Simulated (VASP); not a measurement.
The system is SrAl3.

```
CELL_PARAMETERS angstrom
4.47370 0.00000 0.00000
0.00000 4.47370 0.00000
0.00000 0.00000 4.47370
ATOMIC_POSITIONS crystal
Sr 0.00000 0.00000 0.00000
Al 0.00000 0.50000 0.50000
Al 0.50000 0.50000 0.00000
Al 0.50000 0.00000 0.50000
```

Base run:

- Program: VASP 6.6.1
- Functional: PBE
- Potentials or basis: VASP PAW PBE potentials, release 64 (Sr_sv, Al)
- Cutoff: 520 eV
- k mesh: 8 × 8 × 8
- Occupations: gaussian, width 0.05 eV
- Spin: no spin polarisation

Its results: band gap on the k mesh zero (an odd number of electrons rules out a gap without spin polarisation); pressure 0.0 GPa.

**Question.** The run is repeated on the same cell with these changes: functional from PBE to PBEsol; further incar settings from ALGO = Normal; EDIFF = 1e-06; NBANDS = 18 to ALGO = Fast; EDIFF = 1e-06; NBANDS = 18. What comes out?

**Answer.** Band gap on the k mesh zero (an odd number of electrons rules out a gap without spin polarisation); pressure -1.7 GPa.

Caveats: the PAW data sets were made with another functional, which shifts forces and pressure a little (at least some runs).
